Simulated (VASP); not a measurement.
SnF3:

```xyz
8
Lattice="0.0000 4.1476 4.1476 4.1476 0.0000 4.1476 4.1476 4.1476 0.0000" Properties=species:S:1:pos:R:3 pbc="T T T"
Sn    0.0000    0.0000    0.0000
Sn    4.1476    4.1476    4.1476
F     2.2895    4.1476    4.1476
F     4.1476    2.2895    4.1476
F     6.0058    4.1476    4.1476
F     4.1476    6.0058    4.1476
F     4.1476    4.1476    2.2895
F     4.1476    4.1476    6.0058
```

```yaml
Program: VASP 6.6.1
Task: relaxation of cell and atoms
Functional: r2SCAN
Potentials_or_basis: VASP PAW PBE potentials, release 64 (Sn_d, F)
Cutoff: 660 eV
k_mesh: 6 × 6 × 6
Occupations: fermi-dirac, width 0.1 eV
Spin: no spin polarisation
```

At the start: pressure 19.0 GPa; volume 17.84 Å³/atom.

**Question.** Where does the relaxation end?

**Answer.** Over 9 steps the energy falls by 175.5 meV/atom and the volume is 20.60 Å³/atom (+15.5 %); space group Fm-3m (No. 225, to 0.1 Å) before and after.

The path:
```tsv
step	energy change (eV)	largest force (eV/Å)	pressure (GPa)	volume (Å³)
1	0.0000	3.0233	18.96	142.70
2	0.4537	1.6122	-9.90	190.89
3	-1.3457	0.5320	0.27	160.91
4	-1.3506	0.4387	0.83	160.02
5	-1.3513	0.3896	1.12	159.58
6	-1.3927	0.2183	0.24	162.78
7	-1.4026	0.0859	-0.36	165.32
8	-1.4027	0.0761	0.35	164.34
9	-1.4038	0.0047	0.00	164.82
```

Final structure:
```xyz
8
Lattice="0.0000 4.3517 4.3517 4.3517 0.0000 4.3517 4.3517 4.3517 0.0000" Properties=species:S:1:pos:R:3 pbc="T T T"
Sn    0.0000    0.0000    0.0000
Sn    4.3517    4.3517    4.3517
F     2.3665    4.3517    4.3517
F     4.3517    2.3665    4.3517
F     6.3369    4.3517    4.3517
F     4.3517    6.3369    4.3517
F     4.3517    4.3517    2.3665
F     4.3517    4.3517    6.3369
```

Caveat: the volume moved by over 15 % at a fixed basis, so the end points are rough; the PAW data sets were made with another functional, which shifts forces and pressure a little.
